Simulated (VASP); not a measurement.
Wanted: the native input for a VASP 6.6.1 run.

```
Task                    : single point
Functional              : PBE
Potentials or basis     : VASP PAW PBE potentials, release 64 (Ti_sv)
Cutoff                  : 520 eV
k mesh                  : 14 × 14 × 14
Occupations             : fermi-dirac, width 0.05 eV
Spin                    : no spin polarisation
Dipole correction       : no
k mesh for the DOS      : 21 × 21 × 21
Occupations for the DOS : tetrahedron
Further INCAR settings  : ALGO = Normal; EDIFF = 1e-07
```

Crystal: Ti.

```
Ti
1.0
     2.63914    0.00000    0.00000
     0.00000    2.63914    0.00000
     0.00000    0.00000    2.63914
Ti
1
Cartesian
  0.0000 0.0000 0.0000
```

This isn't the form of Ti at room conditions, which is hcp.

One way to write it, as run:

POSCAR

```
Ti
1.0
    2.6391381769      0.0000000000      0.0000000000
    0.0000000000      2.6391381769      0.0000000000
    0.0000000000      0.0000000000      2.6391381769
Ti
1
Direct
    0.0000000000      0.0000000000      0.0000000000
```

INCAR.step1

```
SYSTEM = Ti
ALGO     = Normal         ! electronic algorithm
EDIFF    = 1E-7           ! SCF threshold, eV
ENCUT    = 520            ! plane-wave cutoff, eV
GGA      = PE             ! functional
ISIF     = 2              ! what is computed and relaxed
ISMEAR   = -1             ! smearing method
LASPH    = .TRUE.         ! aspherical terms in the spheres
LCHARG   = .TRUE.         ! write CHGCAR
LMAXMIX  = 4              ! l up to which the mixer works
LREAL    = .FALSE.        ! projectors in reciprocal space
LWAVE    = .FALSE.        ! write WAVECAR
NBANDS   = 12             ! bands
NELM     = 100            ! most SCF steps
PREC     = Accurate       ! precision mode
SIGMA    = 0.05           ! smearing width, eV
```

KPOINTS.step1

```
k-points
0
G
  14 14 14
  0 0 0
```

INCAR.step2

```
SYSTEM = Ti
ALGO     = Normal         ! electronic algorithm
EDIFF    = 1E-7           ! SCF threshold, eV
ENCUT    = 520            ! plane-wave cutoff, eV
GGA      = PE             ! functional
ICHARG   = 11             ! starting density
ISIF     = 2              ! what is computed and relaxed
ISMEAR   = -5             ! smearing method
LASPH    = .TRUE.         ! aspherical terms in the spheres
LCHARG   = .FALSE.        ! write CHGCAR
LMAXMIX  = 4              ! l up to which the mixer works
LORBIT   = 10             ! projections on sites
LREAL    = .FALSE.        ! projectors in reciprocal space
LWAVE    = .FALSE.        ! write WAVECAR
NEDOS    = 1001           ! points of the DOS
NELM     = 100            ! most SCF steps
PREC     = Accurate       ! precision mode
SIGMA    = 0.05           ! smearing width, eV
```

KPOINTS.step2

```
k-points
0
G
  21 21 21
  0 0 0
```

Potentials or basis: VASP PAW PBE potentials, release 64 (Ti_sv).

The run is started by

```bash
$ cat potpaw_PBE.64/Ti_sv/POTCAR > POTCAR
$ cp INCAR.step1 INCAR
$ cp KPOINTS.step1 KPOINTS
$ mpirun -np 1 vasp_std > vasp.out
$ cp INCAR.step2 INCAR
$ cp KPOINTS.step2 KPOINTS
$ mpirun -np 1 vasp_std > vasp.out
```

Results of the run:

The valence electrons inside the program's atomic spheres are Ti 10.37.

Run time: 40 s on 1 thread of Intel(R) Xeon(R) Platinum 8488C (Sapphire Rapids), with other jobs on the host, peak memory 0.17 GiB.
